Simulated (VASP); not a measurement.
Runs of VASP 6.6.1 on SnO. The structure is that of space group P4/nmm (No. 129), or close to it. The cells are those of the table. 

```csv
cell,gap on the mesh (eV),pressure (GPa),largest force (eV/Å)
"a = 3.943, b = 3.943, c = 4.469 Å, 4 atoms",0.41,-5.6,0.23
"a = 3.591, b = 3.591, c = 4.655 Å, 4 atoms",none,14.1,1.58
"a = 3.679, b = 3.679, c = 4.469 Å, 4 atoms",none,11.6,1.61
"a = 3.503, b = 3.503, c = 4.841 Å, 4 atoms",none,17.2,(a)
"a = 3.679, b = 3.679, c = 4.097 Å, 4 atoms",none,24.7,3.12
"a = 3.503, b = 3.503, c = 4.655 Å, 4 atoms",none,23.8,2.50
"a = 3.591, b = 3.591, c = 4.283 Å, 4 atoms",none,27.9,(b)
"a = 3.591, b = 3.591, c = 4.469 Å, 4 atoms",none,20.4,2.54
```

Alike in all rows: task single point; level LDA; potentials or basis VASP PAW LDA potentials, release 64 (Sn_d, O); no spin polarisation; k mesh 10 × 10 × 8; cutoff (eV) 520; smearing gaussian 0.15 eV.

Fill in the values left out.

(a) 1.37; (b) 3.43.

Caveats: spin-orbit coupling is left out, which moves the levels of the heavy elements; forces of over 1 eV/Å act on the atoms, so gaps and moduli don't describe the material at rest (some runs).

A k mesh can miss the band edges, and the runs leave out spin-orbit coupling on Sn.

A gap of «none» marks levels without a gap at the run's occupations.
